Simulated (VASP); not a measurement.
A run of VASP 6.6.1:

Contents of INCAR:

```
SYSTEM = InP
ALGO = Normal
EDIFF = 1E-6
ENCUT = 500
GGA = PS
GGA_COMPAT = .False.
ISIF = 2
ISMEAR = 0
LASPH = .True.
LCHARG = .False.
LREAL = .False.
LWAVE = .False.
NBANDS = 16
NELM = 120
PREC = Accurate
SIGMA = 0.01
```

The input KPOINTS:

```
k-points
0
Gamma
  4 4 4
  0 0 0
```

File POSCAR:

```
InP
1.0
    0.0000000000      2.9392069938      2.9392069938
    2.9392069938      0.0000000000      2.9392069938
    2.9392069938      2.9392069938      0.0000000000
In P
1 1
Direct
    0.0000000000      0.0000000000      0.0000000000
    0.2500000000      0.2500000000      0.2500000000
```

Potentials or basis: VASP PAW PBE potentials, release 64 (In_d, P).

Run with:

```bash
$ cat potpaw_PBE.64/In_d/POTCAR potpaw_PBE.64/P/POTCAR > POTCAR
$ mpirun -np 1 vasp_std > vasp.out
```

Hardware: 1 thread of AMD EPYC 9R45 96-Core Processor (Zen 5), with other jobs on the host.

Question: How long does it take, and how much memory?

Answer: Run time: 4.3 s on 1 thread of AMD EPYC 9R45 96-Core Processor (Zen 5) (shared host), peak memory 0.13 GiB. Counts: scf iterations 12, k points 8.
